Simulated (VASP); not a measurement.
# Si (Imma) in VASP: single point with r2SCAN

Aim: the single point of Si with r2SCAN.

Program: VASP 6.6.1. These are calculated values, not measurements. Logs are shortened: lines on timing, memory, paths and dates and some standing lists are left out, and cuts for length are marked.

**1. The cell of the first run**

The structure is orthorhombic, space group Imma (No. 74). Conventional cell: a = 4.802 Å, b = 4.802 Å, c = 2.645 Å, α = 90.00°, β = 90.00°, γ = 90.00°. Within 3.3 Å of Si (site symmetry mm2) lie 10 Si at 2.46 to 3.21 Å.

**2. Single point, r2SCAN (atoms displaced along a vibrational mode)**

File POSCAR:

```
Si
1.0
   -2.4012010073      2.4012010073      1.3223715888
    2.4012010073     -2.4012010073      1.3223715888
    2.4012010073      2.4012010073     -1.3223715888
Si
2
Direct
    0.2783581410      0.7783581410      0.5000000000
    0.4716418590      0.4716418590      0.0000000000
```

File INCAR.step1:

```
SYSTEM = Si
PREC = Accurate ; ENCUT = 520
ISMEAR = 0 ; SIGMA = 0.15
LREAL = .False. ; LASPH = .True.
NELM = 80 ; NBANDS = 11
GGA = PE ; ALGO = Normal
EDIFF = 1E-4 ; LWAVE = .True.
LCHARG = .False.
```

File INCAR.step2:

```
SYSTEM = Si
PREC = Accurate ; ENCUT = 520
EDIFF = 1E-6 ; ISMEAR = 0
SIGMA = 0.15 ; LREAL = .False.
LASPH = .True. ; NELM = 80
ALGO = Normal ; ISIF = 2
LWAVE = .False. ; LCHARG = .False.
METAGGA = R2SCAN ; LMIXTAU = .True.
NBANDS = 11 ; ISTART = 1
```

File KPOINTS:

```
Automatic mesh
0
Gamma
  26 26 26
  0 0 0
```

Potentials or basis: VASP PAW PBE potentials, release 64 (Si).

Started as:

```
$ cat potpaw_PBE.64/Si/POTCAR > POTCAR
$ cp INCAR.step1 INCAR
$ mpirun -np 1 vasp_std > vasp.out
$ cp INCAR.step2 INCAR
$ mpirun -np 1 vasp_std > vasp.out
```

OUTCAR:

```text
SYSTEM = Si
   PREC = Accurate
   ENCUT = 520
   EDIFF = 1E-6
   ISMEAR = 0
   LREAL = .False.
   LASPH = .True.
   NELM = 80
   ISIF = 2
   METAGGA = R2SCAN
   ISTART = 1

 ion  position               nearest neighbor table
   1  0.278  0.778  0.500-   2 2.46   2 2.46   2 2.53   2 2.53   2 3.02   2 3.02
   2  0.472  0.472  0.000-   1 2.46   1 2.46   1 2.53   1 2.53   1 3.02   1 3.02

  LATTYP: Found a body centered tetragonal cell.
 ALAT       =     4.8024020146
 C/A-ratio  =     0.5507125746

  Lattice vectors:

 A1 = (  -2.4012010073,   2.4012010073,   1.3223715888)
 A2 = (   2.4012010073,  -2.4012010073,   1.3223715888)
 A3 = (   2.4012010073,   2.4012010073,  -1.3223715888)

Analysis of symmetry for initial positions (statically):
=====================================================================
 Subroutine PRICEL returns:
 Original cell was already a primitive cell.

 Routine SETGRP: Setting up the symmetry group for a
 body centered tetragonal supercell.

 Subroutine GETGRP returns: Found  8 space group operations
 (whereof  4 operations were pure point group operations)
 out of a pool of 16 trial point group operations.

The static configuration has the point symmetry C_2v.
 The point group associated with its full space group is D_2h.

Analysis of symmetry for dynamics (positions and initial velocities):
=====================================================================
 Subroutine PRICEL returns:
 Original cell was already a primitive cell.

 Routine SETGRP: Setting up the symmetry group for a
 body centered tetragonal supercell.

 Subroutine GETGRP returns: Found  8 space group operations
 (whereof  4 operations were pure point group operations)
 out of a pool of 16 trial point group operations.

The dynamic configuration has the point symmetry C_2v.
 The point group associated with its full space group is D_2h.

 Subroutine INISYM returns: Found  8 space group operations
 (whereof  4 operations are pure point group operations),
 and found     1 'primitive' translations

----------------------------------------------------------------------------------------

                                     Primitive cell

  volume of cell :      30.4979

  direct lattice vectors                    reciprocal lattice vectors
    -2.401201007  2.401201007  1.322371589     0.000000000  0.208229131  0.378108547
     2.401201007 -2.401201007  1.322371589     0.208229131  0.000000000  0.378108547
     2.401201007  2.401201007 -1.322371589     0.208229131  0.208229131  0.000000000

  length of vectors
     3.644200759  3.644200759  3.644200759     0.431654311  0.431654311  0.294480462

  position of ions in fractional coordinates (direct lattice)
     0.278358141  0.778358141  0.500000000
     0.471641859  0.471641859  0.000000000

  ion indices of the primitive-cell ions
   primitive index   ion index
                 1           1
                 2           2

----------------------------------------------------------------------------------------

 KPOINTS: Automatic mesh

Automatic generation of k-mesh.
 Grid dimensions read from file:
 generate k-points for:   26   26   26

 Generating k-lattice:

  Cartesian coordinates                     Fractional coordinates (reciprocal lattice)
     0.000000000  0.008008813  0.014542636     0.038461538  0.000000000  0.000000000
     0.008008813  0.000000000  0.014542636     0.000000000  0.038461538  0.000000000
     0.008008813  0.008008813  0.000000000     0.000000000  0.000000000  0.038461538

  Length of vectors
     0.016602089  0.016602089  0.011326172

  Shift w.r.t. Gamma in fractional coordinates (k-lattice)
     0.000000000  0.000000000  0.000000000

 Subroutine IBZKPT returns following result:
 ===========================================

 Found   2471 irreducible k-points:

 Following reciprocal coordinates:
            Coordinates               Weight
  0.000000  0.000000  0.000000      1.000000
  0.038462  0.000000 -0.000000      4.000000
  0.038462  0.000000 -0.038462      4.000000
  0.076923  0.000000 -0.000000      4.000000
  0.076923  0.000000 -0.076923      4.000000
  0.115385  0.000000  0.000000      4.000000
[... 16 lines left out ...]
  0.423077 -0.000000 -0.423077      4.000000
  0.461538  0.000000  0.000000      4.000000
 [... further k-points ...]
   k-points           NKPTS =   2471   k-points in BZ     NKDIM =   2471   number of bands    NBANDS=     11
   number of dos      NEDOS =    301   number of ions     NIONS =      2
   total plane-waves  NPLWV =  21952
   dimension x,y,z NGX =    28 NGY =   28 NGZ =   28
   dimension x,y,z NGXF=    56 NGYF=   56 NGZF=   56
   ions per type =               2
   NGX,Y,Z   is equivalent  to a cutoff of  12.77, 12.77, 12.77 a.u.
   NGXF,Y,Z  is equivalent  to a cutoff of  25.55, 25.55, 25.55 a.u.
 SYSTEM =  Si
   PREC   = accura    normal or accurate (medium, high low for compatibility)
   ISTART =      1    job   : 0-new  1-cont  2-samecut
   ICHARG =      0    charge: 1-file 2-atom 10-const
   ISPIN  =      1    spin polarized calculation?
   LNONCOLLINEAR =      F non collinear calculations
   LSORBIT =      F    spin-orbit coupling
   LASPH  =      T    aspherical Exc in radial PAW
   ENCUT  =  520.0 eV  38.22 Ry    6.18 a.u.   6.78  6.78  6.78*2*pi/ulx,y,z
   NELM   =     80;   NELMIN=  2; NELMDL=  0     # of ELM steps
   EDIFF  = 0.1E-05   stopping-criterion for ELM
   LREAL  =      F    real-space projection
   EDIFFG = 0.1E-04   stopping-criterion for IOM
   NSW    =      0    number of steps for IOM
   IBRION =     -1    ionic relax: 0-MD 1-quasi-New 2-CG
   NFREE  =      0    steps in history (QN), initial steepest desc. (CG)
   ISIF   =      2    stress and relaxation
   ISYM   =      2    0-nonsym 1-usesym 2-fastsym
   POTIM  = 0.5000    time-step for ionic-motion
   TEBEG  =    0.0;   TEEND  =   0.0 temperature during run
   PSTRESS=    0.0 pullay stress
   NELECT =       8.0000    total number of electrons
   NUPDOWN=      -1.0000    fix difference up-down
   EMIN   =  10.00;   EMAX   =-10.00  energy-range for DOS
   EFERMI =   0.00;   METHOD = LEGACY
   ISMEAR =     0;   SIGMA  =   0.15  broadening in eV -4-tet -1-fermi 0-gaus
   EFERMI_NEDOS =   21; number of points for ismear=-14 and -15
   IALGO  =     38    algorithm
   IMIX   =      4    mixing-type and parameters
     AMIX     =   0.40;   BMIX     =  1.00
     AMIX_MAG =   1.60;   BMIX_MAG =  1.00
  volume/ion in A,a.u.               =      15.25       102.91
  Fermi-wavevector in a.u.,A,eV,Ry     =   1.047968  1.980372 14.942418  1.098237
  Thomas-Fermi vector in A             =   2.182870
   LORBIT       =      0    0 simple, 1 ext, 2 COOP (PROOUT), +10 PAW based schemes
   METAGGA = R2SCAN    functional components
   LHFCALC =     F    Hartree Fock is set to
   AEXX    =    0.0000 exact exchange contribution
   IVDW    =     0    specifies the selected vdW correction
   LEPSILON=     F    determine dielectric tensor
   LRPA    =     F    only Hartree local field effects (RPA)
 non-spin polarized calculation
 Gauss-broadening in eV      SIGMA  =   0.15
  energy-cutoff  :      520.00
  volume of cell :       30.50
 maximum number of plane-waves:       839
   NGX = 13   NGY = 13   NGZ = 13

 number of electron       7.9999999 magnetization

 Free energy of the ion-electron system (eV)
  ---------------------------------------------------
  ext. energy  EPLUGINS =         0.00000000
  ---------------------------------------------------
  free energy    TOTEN  =       -16.67698565 eV

  energy without entropy =      -16.66958408  energy(sigma->0) =      -16.67328486

 E-fermi :   9.1589     XC(G=0): -11.4908

 val. band max:        9.1562364319   @ k =   0.3077   0.0769   0.0385
 cond. band min:       9.1607723342   @ k =  -0.3462   0.3462   0.1538
 fundamental gap:      0.0045359023
 Fermi energy:         9.1589183466

 k-point     1 :       0.0000    0.0000    0.0000
  band No.  band energies     occupation
      1      -5.3351      2.00000
      2       6.3541      2.00000
      3       6.4911      2.00000
      4       7.1168      2.00000
      5      11.0473      0.00000
      6      17.1403      0.00000
      7      18.3595      0.00000
      8      18.7640      0.00000
      9      19.1157      0.00000
     10      19.7813      0.00000
     11      20.5830      0.00000

 k-point     2 :       0.0385    0.0000   -0.0000
  band No.  band energies     occupation
      1      -5.2931      2.00000
      2       6.2705      2.00000
      3       6.3383      2.00000
      4       7.4108      2.00000
      5      11.1385      0.00000
      6      16.8384      0.00000
      7      18.1912      0.00000
      8      18.4330      0.00000
      9      18.7391      0.00000
     10      20.0457      0.00000
     11      20.7893      0.00000

 k-point     3 :       0.0385    0.0000   -0.0385
  band No.  band energies     occupation
      1      -5.2931      2.00000
      2       6.1651      2.00000
      3       6.4753      2.00000
      4       7.3757      2.00000
      5      11.1415      0.00000
      6      16.8373      0.00000
      7      18.2582      0.00000
      8      18.3047      0.00000
      9      18.7937      0.00000
     10      20.0637      0.00000
     11      20.7930      0.00000

 k-point     4 :       0.0769    0.0000   -0.0000
  band No.  band energies     occupation
      1      -5.1670      2.00000
      2       5.9495      2.00000
      3       6.2976      2.00000
      4       7.9501      2.00000
      5      11.4042      0.00000
      6      16.1258      0.00000
      7      17.0364      0.00000
      8      18.1232      0.00000
      9      18.6173      0.00000
     10      19.5795      0.00000
     11      21.5620      0.00000

 k-point     5 :       0.0769    0.0000   -0.0769
  band No.  band energies     occupation
      1      -5.1670      2.00000
      2       5.8638      2.00000
      3       6.4352      2.00000
      4       7.8844      2.00000
      5      11.4160      0.00000
      6      16.1304      0.00000
      7      17.0556      0.00000
      8      18.0979      0.00000
      9      18.4988      0.00000
     10      19.7085      0.00000
     11      21.5925      0.00000
[... 211 lines left out ...]
 k-point    21 :       0.3846    0.0000   -0.3846
  band No.  band energies     occupation
      1      -1.1890      2.00000
      2       4.8418      2.00000
      3       6.1651      2.00000
      4       7.0474      2.00000
      5       9.0793      1.54732
      6      11.3309      0.00000
      7      14.4346      0.00000
      8      14.7402      0.00000
      9      16.8038      0.00000
     10      18.4009      0.00000
     11      23.1409      0.00000

 k-point    22 :       0.4231   -0.0000    0.0000
  band No.  band energies     occupation
      1      -0.3497      2.00000
      2       3.9200      2.00000
      3       6.2844      2.00000
      4       6.9008      2.00000
      5       8.5841      2.00000
      6      11.2503      0.00000
      7      13.8870      0.00000
      8      15.0704      0.00000
      9      17.0742      0.00000
     10      19.6324      0.00000
     11      23.0051      0.00000

 k-point    23 :       0.4231   -0.0000   -0.4231
  band No.  band energies     occupation
      1      -0.3388      2.00000
      2       3.8127      2.00000
      3       6.3105      2.00000
      4       7.2955      2.00000
      5       8.4056      2.00000
      6      10.7232      0.00000
      7      14.3267      0.00000
      8      14.8968      0.00000
      9      17.5067      0.00000
     10      19.6196      0.00000
     11      22.7135      0.00000

 k-point    24 :       0.4615    0.0000    0.0000
  band No.  band energies     occupation
      1       0.5376      2.00000
      2       2.8358      2.00000
      3       6.6083      2.00000
      4       7.0372      2.00000
      5       8.0205      2.00000
      6      10.8999      0.00000
      7      13.7797      0.00000
      8      15.0801      0.00000
      9      17.9481      0.00000
     10      20.7004      0.00000
     11      21.8829      0.00000

 [... further k-points ...]
[... 5 lines left out ...]
  --------------------------------------------------------------------------------------
  -------------------------------------------------------------------------------------
  Total        0.4434490     -0.5579459     -0.0303439      0.0000000      0.0000000      0.0000000
  in kB       23.2961256    -29.3111029     -1.5940850      0.0000000      0.0000000      0.0000000
  external PRESSURE =      -2.5363541 kB  Pullay stress =       0.0000000 kB

 VOLUME and BASIS-vectors are now :
 -----------------------------------------------------------------------------
  energy-cutoff  :      520.00
  volume of cell :       30.50
      direct lattice vectors                 reciprocal lattice vectors
    -2.401201007  2.401201007  1.322371589     0.000000000  0.208229131  0.378108547
     2.401201007 -2.401201007  1.322371589     0.208229131  0.000000000  0.378108547
     2.401201007  2.401201007 -1.322371589     0.208229131  0.208229131  0.000000000

 POSITION                                       TOTAL-FORCE (eV/Angst)
 -----------------------------------------------------------------------------------
      2.40120      0.00000      0.73619         0.000000      0.000000     -0.111429
      0.00000      0.00000      1.24737        -0.000000     -0.000000      0.111429
 -----------------------------------------------------------------------------------
    total drift:                                0.000000     -0.000000      0.000000

  FREE ENERGIE OF THE ION-ELECTRON SYSTEM (eV)
  ---------------------------------------------------
  free  energy   TOTEN  =       -16.6769856511 eV

  energy  without entropy=      -16.6695840776  energy(sigma->0) =      -16.67328486
```

It took 53 min on 1 thread of Oxide Virtual Turin-like, shared host; peak memory 0.66 GiB.

What came out:

| Item | Value |
| --- | --- |
| Free energy | -16.6770 eV |
| Pressure | -0.3 GPa |
| Largest force | 0.111 eV/Å |
| Band gap on the k mesh | zero (bands 4 and 5 overlap by 7.09 eV) |

Forces on the atoms (eV/Å):
```
Si   0.000  0.000 -0.111
Si   0.000  0.000  0.111
```

Levels at points of the mesh, in eV from the Fermi level:
```
           k point  band 2  band 3  band 4  band 5  band 6  band 7
(0.00, 0.00, 0.00)   -2.80   -2.67   -2.04    1.89    7.98    9.20
(0.50, 0.00, 0.00)   -7.03   -2.35   -2.07   -1.42    1.62    4.59
(0.50, 0.00, 0.50)   -7.22   -2.29   -1.65   -1.56    0.97    5.04
(0.50, 0.50, 0.00)  -11.24    0.25    0.25    2.80    2.80    8.87
(0.50, 0.50, 0.50)   -8.75   -7.15   -7.11    5.98    6.49   13.61
```

Caveat: the cell differs from its parent crystal (atoms displaced along a vibrational mode); the stress differs along the axes, from -3 to 2 GPa; the PAW data sets were made with another functional, which shifts forces and pressure a little.
